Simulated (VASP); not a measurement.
# BeTe (F-43m) in VASP: further runs

BeTe is run at these levels: r2SCAN, HSE06; tasks: single point.

All numbers are computed with VASP 6.6.1; they aren't measurements. Logs are shortened: lines on timing, memory, paths and dates and some standing lists are left out, and cuts for length are marked.

**1. The cell of the first run**

The structure is cubic, space group F-43m (No. 216). The conventional cell has a = 5.770 Å, b = 5.770 Å, c = 5.770 Å, α = 90.00°, β = 90.00°, γ = 90.00°. Within 3.3 Å of Be (site symmetry -43m) lie 4 Te at 2.50 Å. Te (site symmetry -43m) has 4 Be at 2.50 Å within 3.3 Å.

**2. Single point, r2SCAN, non-collinear spin, zero start, spin-orbit coupling (strain +2.0%)**

Contents of POSCAR:

```
BeTe
1.0
    0.0000000000      2.8851960980      2.8851960980
    2.8851960980      0.0000000000      2.8851960980
    2.8851960980      2.8851960980      0.0000000000
Be Te
1 1
Direct
    0.0000000000      0.0000000000      0.0000000000
    0.2500000000      0.2500000000      0.2500000000
```

Contents of INCAR.step1:

```
SYSTEM = BeTe
ALGO = Normal
EDIFF = 1E-4
ENCUT = 520
GGA = PE
GGA_COMPAT = .False.
ISMEAR = 0
LASPH = .True.
LCHARG = .False.
LNONCOLLINEAR = .True.
LREAL = .False.
LSORBIT = .True.
LWAVE = .True.
MAGMOM = 0 0 0 0 0 0
NBANDS = 20
NELM = 150
PREC = Accurate
SIGMA = 0.01
```

Contents of INCAR.step2:

```
SYSTEM = BeTe
ALGO = Normal
EDIFF = 1E-6
ENCUT = 520
GGA_COMPAT = .False.
ISIF = 2
ISMEAR = 0
ISTART = 1
LASPH = .True.
LCHARG = .False.
LMIXTAU = .True.
LNONCOLLINEAR = .True.
LORBIT = 11
LORBMOM = .True.
LREAL = .False.
LSORBIT = .True.
LWAVE = .False.
MAGMOM = 0 0 0 0 0 0
METAGGA = R2SCAN
NBANDS = 20
NELM = 150
PREC = Accurate
SIGMA = 0.01
```

Contents of KPOINTS:

```
k-points
0
Gamma
  8 8 8
  0 0 0
```

Potentials or basis: VASP PAW PBE potentials, release 64 (Be, Te).

Launch:

```sh
$ cat potpaw_PBE.64/Be/POTCAR potpaw_PBE.64/Te/POTCAR > POTCAR
$ cp INCAR.step1 INCAR
$ mpirun -np 1 vasp_ncl > vasp.out
$ cp INCAR.step2 INCAR
$ mpirun -np 1 vasp_ncl > vasp.out
```

OUTCAR:

```text
SYSTEM = BeTe
   EDIFF = 1E-6
   ENCUT = 520
   ISIF = 2
   ISMEAR = 0
   ISTART = 1
   LASPH = .True.
   LNONCOLLINEAR = .True.
   LORBIT = 11
   LREAL = .False.
   LSORBIT = .True.
   METAGGA = R2SCAN
   NELM = 150
   PREC = Accurate

 ion  position               nearest neighbor table
   1  0.000  0.000  0.000-   2 2.50   2 2.50   2 2.50   2 2.50
   2  0.250  0.250  0.250-   1 2.50   1 2.50   1 2.50   1 2.50

  LATTYP: Found a face centered cubic cell.
 ALAT       =     5.7703921960

  Lattice vectors:

 A1 = (   0.0000000000,   2.8851960980,   2.8851960980)
 A2 = (   2.8851960980,   0.0000000000,   2.8851960980)
 A3 = (   2.8851960980,   2.8851960980,   0.0000000000)

Analysis of symmetry for initial positions (statically):
=====================================================================
 Subroutine PRICEL returns:
 Original cell was already a primitive cell.

 Routine SETGRP: Setting up the symmetry group for a
 face centered cubic supercell.

 Subroutine GETGRP returns: Found 24 space group operations
 (whereof 24 operations were pure point group operations)
 out of a pool of 48 trial point group operations.

The static configuration has the point symmetry T_d .

Analysis of symmetry for dynamics (positions and initial velocities):
=====================================================================
 Subroutine PRICEL returns:
 Original cell was already a primitive cell.

 Routine SETGRP: Setting up the symmetry group for a
 face centered cubic supercell.

 Subroutine GETGRP returns: Found 24 space group operations
 (whereof 24 operations were pure point group operations)
 out of a pool of 48 trial point group operations.

The dynamic configuration has the point symmetry T_d .

Analysis of structural, dynamic, and magnetic symmetry:
=====================================================================
 Subroutine PRICEL returns:
 Original cell was already a primitive cell.

 Routine SETGRP: Setting up the symmetry group for a
 face centered cubic supercell.

 Subroutine GETGRP returns: Found 24 space group operations
 (whereof 24 operations were pure point group operations)
 out of a pool of 48 trial point group operations.

The overall configuration has the point symmetry T_d .

 Subroutine INISYM returns: Found 24 space group operations
 (whereof 24 operations are pure point group operations),
 and found     1 'primitive' translations

----------------------------------------------------------------------------------------

                                     Primitive cell

  volume of cell :      48.0348

  direct lattice vectors                    reciprocal lattice vectors
     0.000000000  2.885196098  2.885196098    -0.173298446  0.173298446  0.173298446
     2.885196098  0.000000000  2.885196098     0.173298446 -0.173298446  0.173298446
     2.885196098  2.885196098  0.000000000     0.173298446  0.173298446 -0.173298446

  length of vectors
     4.080283452  4.080283452  4.080283452     0.300161713  0.300161713  0.300161713

  position of ions in fractional coordinates (direct lattice)
     0.000000000  0.000000000  0.000000000
     0.250000000  0.250000000  0.250000000

  ion indices of the primitive-cell ions
   primitive index   ion index
                 1           1
                 2           2

----------------------------------------------------------------------------------------

 KPOINTS: k-points

Automatic generation of k-mesh.
 Grid dimensions read from file:
 generate k-points for:    8    8    8

 Generating k-lattice:

  Cartesian coordinates                     Fractional coordinates (reciprocal lattice)
    -0.021662306  0.021662306  0.021662306     0.125000000  0.000000000  0.000000000
     0.021662306 -0.021662306  0.021662306     0.000000000  0.125000000  0.000000000
     0.021662306  0.021662306 -0.021662306     0.000000000  0.000000000  0.125000000

  Length of vectors
[... 89 lines left out ...]
 maximum number of plane-waves:      2616
   NGX = 15   NGY = 15   NGZ = 15

 number of electron       8.0000000 magnetization       0.0000000     -0.0000000     -0.0000000

 number of electron       8.0000000 magnetization       0.0000000     -0.0000000      0.0000000

 number of electron       8.0000000 magnetization      -0.0000000     -0.0000000     -0.0000000

 Free energy of the ion-electron system (eV)
  ---------------------------------------------------
  ext. energy  EPLUGINS =         0.00000000
  ---------------------------------------------------
  free energy    TOTEN  =       -30.73988235 eV

  energy without entropy =      -30.73988235  energy(sigma->0) =      -30.73988235

 E-fermi :   4.4975     XC(G=0):  -9.1772

 val. band max:        4.4267640653   @ k =   0.0000   0.0000   0.0000
 cond. band min:       6.6460264021   @ k =   0.5000   0.5000   0.0000
 fundamental gap:      2.2192623369
 Fermi energy:         4.4975087022

 k-point     1 :       0.0000    0.0000    0.0000
  band No.  band energies     occupation
      1      -8.1587      1.00000
      2      -8.1587      1.00000
      3       3.5409      1.00000
      4       3.5409      1.00000
      5       4.4268      1.00000
      6       4.4268      1.00000
[... 541 lines left out ...]
     19      16.3277      0.00000
     20      16.3892      0.00000

 [... further k-points ...]
[... 5 lines left out ...]
  --------------------------------------------------------------------------------------
  -------------------------------------------------------------------------------------
  Total       -0.8929118     -0.8929118     -0.8929118     -0.0000000     -0.0000000      0.0000000
  in kB      -29.7826353    -29.7826353    -29.7826353     -0.0000000     -0.0000000      0.0000000
  external PRESSURE =     -29.7826353 kB  Pullay stress =       0.0000000 kB

 VOLUME and BASIS-vectors are now :
 -----------------------------------------------------------------------------
  energy-cutoff  :      520.00
  volume of cell :       48.03
      direct lattice vectors                 reciprocal lattice vectors
     0.000000000  2.885196098  2.885196098    -0.173298446  0.173298446  0.173298446
     2.885196098  0.000000000  2.885196098     0.173298446 -0.173298446  0.173298446
     2.885196098  2.885196098  0.000000000     0.173298446  0.173298446 -0.173298446

 POSITION                                       TOTAL-FORCE (eV/Angst)
 -----------------------------------------------------------------------------------
      0.00000      0.00000      0.00000        -0.000000     -0.000000     -0.000000
      1.44260      1.44260      1.44260         0.000000      0.000000      0.000000
 -----------------------------------------------------------------------------------
    total drift:                                0.000000      0.000000      0.000000

  FREE ENERGIE OF THE ION-ELECTRON SYSTEM (eV)
  ---------------------------------------------------
  free  energy   TOTEN  =       -30.7398823496 eV

  energy  without entropy=      -30.7398823496  energy(sigma->0) =      -30.73988235

 orbital moment (x)

 # of ion     p       d       tot
 ----------------------------------------
  1        -0.000   0.000  -0.000
  2        -0.000   0.000  -0.000
 ----------------------------------------
           -0.000   0.000  -0.000

 orbital moment (y)

 # of ion     p       d       tot
 ----------------------------------------
  1         0.000   0.000   0.000
  2         0.000  -0.000   0.000
 ----------------------------------------
            0.000  -0.000   0.000

 orbital moment (z)

 # of ion     p       d       tot
 ----------------------------------------
  1        -0.000   0.000  -0.000
  2         0.000  -0.000  -0.000
 ----------------------------------------
           -0.000  -0.000  -0.000

 Spin-Orbit-Coupling matrix elements

 Ion:    1  E_soc:     -0.0000079
 l=   1
     0.0000000    -0.0000013    -0.0000013
    -0.0000013     0.0000000    -0.0000013
    -0.0000013    -0.0000013     0.0000000
 l=   2
     0.0000000     0.0000000     0.0000000     0.0000000     0.0000000
     0.0000000     0.0000000     0.0000000     0.0000000     0.0000000
     0.0000000     0.0000000     0.0000000     0.0000000     0.0000000
     0.0000000     0.0000000     0.0000000     0.0000000     0.0000000
     0.0000000     0.0000000     0.0000000     0.0000000     0.0000000
 l=   3
     0.0000000     0.0000000     0.0000000     0.0000000     0.0000000     0.0000000     0.0000000
     0.0000000     0.0000000     0.0000000     0.0000000     0.0000000     0.0000000     0.0000000
     0.0000000     0.0000000     0.0000000     0.0000000     0.0000000     0.0000000     0.0000000
     0.0000000     0.0000000     0.0000000     0.0000000     0.0000000     0.0000000     0.0000000
     0.0000000     0.0000000     0.0000000     0.0000000     0.0000000     0.0000000     0.0000000
     0.0000000     0.0000000     0.0000000     0.0000000     0.0000000     0.0000000     0.0000000
     0.0000000     0.0000000     0.0000000     0.0000000     0.0000000     0.0000000     0.0000000

 Ion:    2  E_soc:     -0.1636007
 l=   1
     0.0000000    -0.0271583    -0.0271583
    -0.0271583     0.0000000    -0.0271583
    -0.0271583    -0.0271583     0.0000000
 l=   2
     0.0000000    -0.0000491     0.0000000    -0.0000491    -0.0000595
    -0.0000491     0.0000000    -0.0000446    -0.0000491    -0.0000149
     0.0000000    -0.0000446     0.0000000    -0.0000446     0.0000000
    -0.0000491    -0.0000491    -0.0000446     0.0000000    -0.0000149
    -0.0000595    -0.0000149     0.0000000    -0.0000149     0.0000000
 l=   3
     0.0000000     0.0000000     0.0000000     0.0000000     0.0000000     0.0000000     0.0000000
     0.0000000     0.0000000     0.0000000     0.0000000     0.0000000     0.0000000     0.0000000
     0.0000000     0.0000000     0.0000000     0.0000000     0.0000000     0.0000000     0.0000000
     0.0000000     0.0000000     0.0000000     0.0000000     0.0000000     0.0000000     0.0000000
     0.0000000     0.0000000     0.0000000     0.0000000     0.0000000     0.0000000     0.0000000
     0.0000000     0.0000000     0.0000000     0.0000000     0.0000000     0.0000000     0.0000000
     0.0000000     0.0000000     0.0000000     0.0000000     0.0000000     0.0000000     0.0000000

 total charge

# of ion       s       p       d       tot
------------------------------------------
    1        0.352   0.498   0.000   0.850
    2        1.337   2.157   0.029   3.523
--------------------------------------------------
tot          1.689   2.655   0.029   4.373

 magnetization (x)

# of ion       s       p       d       tot
------------------------------------------
    1       -0.000  -0.000   0.000  -0.000
    2        0.000   0.000   0.000   0.000
--------------------------------------------------
tot         -0.000  -0.000   0.000  -0.000

 magnetization (y)

# of ion       s       p       d       tot
------------------------------------------
    1       -0.000  -0.000   0.000  -0.000
    2        0.000   0.000   0.000   0.000
--------------------------------------------------
tot         -0.000  -0.000   0.000  -0.000

 magnetization (z)

# of ion       s       p       d       tot
------------------------------------------
    1       -0.000   0.000   0.000  -0.000
    2       -0.000  -0.000   0.000   0.000
--------------------------------------------------
tot         -0.000   0.000   0.000  -0.000
```

It took 3.6 min on 1 thread of Intel Xeon 6975P-C (Granite Rapids), shared host; peak memory 0.35 GiB.

What came out:

- Free energy: -30.7399 eV
- Pressure: -3.0 GPa
- Net moment: 0.00 μB per cell
- Valence electrons inside the program's atomic spheres: Be 0.85; Te 3.52

Moments on the atoms (μB; x, y, z):
```
Be  0.00 0.00 0.00
Te  0.00 0.00 0.00
```

Caveat: the cell differs from its parent crystal (strain +2.0%); the PAW data sets were made with another functional, which shifts forces and pressure a little.

**3. Single point, r2SCAN, non-collinear spin, zero start, spin-orbit coupling (strain +3.0%)**

Contents of POSCAR:

```
BeTe
1.0
    0.0000000000      2.9134823342      2.9134823342
    2.9134823342      0.0000000000      2.9134823342
    2.9134823342      2.9134823342      0.0000000000
Be Te
1 1
Direct
    0.0000000000      0.0000000000      0.0000000000
    0.2500000000      0.2500000000      0.2500000000
```

Contents of INCAR.step1:

```
  PREC = Accurate
  ENCUT = 520
  ISMEAR = 0
  SIGMA = 0.01
  LREAL = F
  LASPH = T
  NELM = 150
  MAGMOM = 0 0 0 0 0 0
  LSORBIT = T
  GGA_COMPAT = F
  NBANDS = 20
  GGA = PE
  ALGO = Normal
  EDIFF = 1E-4
  LWAVE = T
  LCHARG = F
```

Contents of INCAR.step2:

```
  PREC = Accurate
  ENCUT = 520
  EDIFF = 1E-6
  ISMEAR = 0
  SIGMA = 0.01
  LREAL = F
  LASPH = T
  NELM = 150
  ALGO = Normal
  ISIF = 2
  LWAVE = F
  LCHARG = T
  MAGMOM = 0 0 0 0 0 0
  LORBIT = 11
  LSORBIT = T
  GGA_COMPAT = F
  LORBMOM = T
  METAGGA = R2SCAN
  LMIXTAU = T
  LVHAR = T
  NBANDS = 20
  ISTART = 1
```

Contents of KPOINTS:

```
Automatic mesh
0
Gamma
  8 8 8
```

Potentials or basis: VASP PAW PBE potentials, release 64 (Be, Te).

Launch:

```sh
$ cat potpaw_PBE.64/Be/POTCAR potpaw_PBE.64/Te/POTCAR > POTCAR
$ cp INCAR.step1 INCAR
$ mpirun -np 1 vasp_ncl > vasp.out
$ cp INCAR.step2 INCAR
$ mpirun -np 1 vasp_ncl > vasp.out
```

OUTCAR:

```text
PREC = Accurate
   ENCUT = 520
   EDIFF = 1E-6
   ISMEAR = 0
   LREAL = F
   LASPH = T
   NELM = 150
   ISIF = 2
   LORBIT = 11
   LSORBIT = T
   METAGGA = R2SCAN
   ISTART = 1

 ion  position               nearest neighbor table
   1  0.000  0.000  0.000-   2 2.52   2 2.52   2 2.52   2 2.52
   2  0.250  0.250  0.250-   1 2.52   1 2.52   1 2.52   1 2.52

  LATTYP: Found a face centered cubic cell.
 ALAT       =     5.8269646684

  Lattice vectors:

 A1 = (   0.0000000000,   2.9134823342,   2.9134823342)
 A2 = (   2.9134823342,   0.0000000000,   2.9134823342)
 A3 = (   2.9134823342,   2.9134823342,   0.0000000000)

Analysis of symmetry for initial positions (statically):
=====================================================================
 Subroutine PRICEL returns:
 Original cell was already a primitive cell.

 Routine SETGRP: Setting up the symmetry group for a
 face centered cubic supercell.

 Subroutine GETGRP returns: Found 24 space group operations
 (whereof 24 operations were pure point group operations)
 out of a pool of 48 trial point group operations.
[... 817 lines left out ...]
     0.0000000     0.0000000     0.0000000     0.0000000     0.0000000     0.0000000     0.0000000
     0.0000000     0.0000000     0.0000000     0.0000000     0.0000000     0.0000000     0.0000000
     0.0000000     0.0000000     0.0000000     0.0000000     0.0000000     0.0000000     0.0000000
     0.0000000     0.0000000     0.0000000     0.0000000     0.0000000     0.0000000     0.0000000
     0.0000000     0.0000000     0.0000000     0.0000000     0.0000000     0.0000000     0.0000000
     0.0000000     0.0000000     0.0000000     0.0000000     0.0000000     0.0000000     0.0000000

 Ion:    2  E_soc:     -0.1644197
 l=   1
     0.0000000    -0.0273003    -0.0273003
    -0.0273003     0.0000000    -0.0273003
    -0.0273003    -0.0273003     0.0000000
 l=   2
     0.0000000    -0.0000472     0.0000000    -0.0000472    -0.0000558
    -0.0000472     0.0000000    -0.0000419    -0.0000472    -0.0000140
     0.0000000    -0.0000419     0.0000000    -0.0000419     0.0000000
    -0.0000472    -0.0000472    -0.0000419     0.0000000    -0.0000140
    -0.0000558    -0.0000140     0.0000000    -0.0000140     0.0000000
 l=   3
     0.0000000     0.0000000     0.0000000     0.0000000     0.0000000     0.0000000     0.0000000
     0.0000000     0.0000000     0.0000000     0.0000000     0.0000000     0.0000000     0.0000000
     0.0000000     0.0000000     0.0000000     0.0000000     0.0000000     0.0000000     0.0000000
     0.0000000     0.0000000     0.0000000     0.0000000     0.0000000     0.0000000     0.0000000
     0.0000000     0.0000000     0.0000000     0.0000000     0.0000000     0.0000000     0.0000000
     0.0000000     0.0000000     0.0000000     0.0000000     0.0000000     0.0000000     0.0000000
     0.0000000     0.0000000     0.0000000     0.0000000     0.0000000     0.0000000     0.0000000

 total charge

# of ion       s       p       d       tot
------------------------------------------
    1        0.347   0.478   0.000   0.825
    2        1.337   2.142   0.027   3.506
--------------------------------------------------
tot          1.684   2.620   0.027   4.331

 magnetization (x)

# of ion       s       p       d       tot
------------------------------------------
    1       -0.000   0.000   0.000  -0.000
    2        0.000   0.000   0.000   0.000
--------------------------------------------------
tot         -0.000   0.000   0.000  -0.000

 magnetization (y)

# of ion       s       p       d       tot
------------------------------------------
    1        0.000   0.000   0.000   0.000
    2        0.000   0.000   0.000   0.000
--------------------------------------------------
tot          0.000   0.000   0.000   0.000

 magnetization (z)

# of ion       s       p       d       tot
------------------------------------------
    1        0.000   0.000   0.000   0.000
    2        0.000   0.000   0.000   0.000
--------------------------------------------------
tot          0.000   0.000   0.000   0.000
```

OUTCAR.step1:

```text
PREC = Accurate
   ENCUT = 520
   ISMEAR = 0
   LREAL = F
   LASPH = T
   NELM = 150
   LSORBIT = T
[... 837 lines left out ...]
     0.0000000     0.0000000     0.0000000     0.0000000     0.0000000     0.0000000     0.0000000
     0.0000000     0.0000000     0.0000000     0.0000000     0.0000000     0.0000000     0.0000000
     0.0000000     0.0000000     0.0000000     0.0000000     0.0000000     0.0000000     0.0000000
     0.0000000     0.0000000     0.0000000     0.0000000     0.0000000     0.0000000     0.0000000
     0.0000000     0.0000000     0.0000000     0.0000000     0.0000000     0.0000000     0.0000000
     0.0000000     0.0000000     0.0000000     0.0000000     0.0000000     0.0000000     0.0000000

=======================================================================

 ========================================================
```

It took 2.9 min on 1 thread of Intel Xeon 6975P-C (Granite Rapids), shared host; peak memory 0.39 GiB.

Results:

- Free energy: -30.7074 eV
- Pressure: -4.3 GPa
- Net moment: 0.00 μB per cell
- Valence electrons inside the program's atomic spheres: Be 0.82; Te 3.51

Moments on the atoms (μB; x, y, z):
```
Be  0.00 0.00 0.00
Te  0.00 0.00 0.00
```

Caveat: the cell differs from its parent crystal (strain +3.0%); the PAW data sets were made with another functional, which shifts forces and pressure a little.

(Continued in part 2 of 2.)
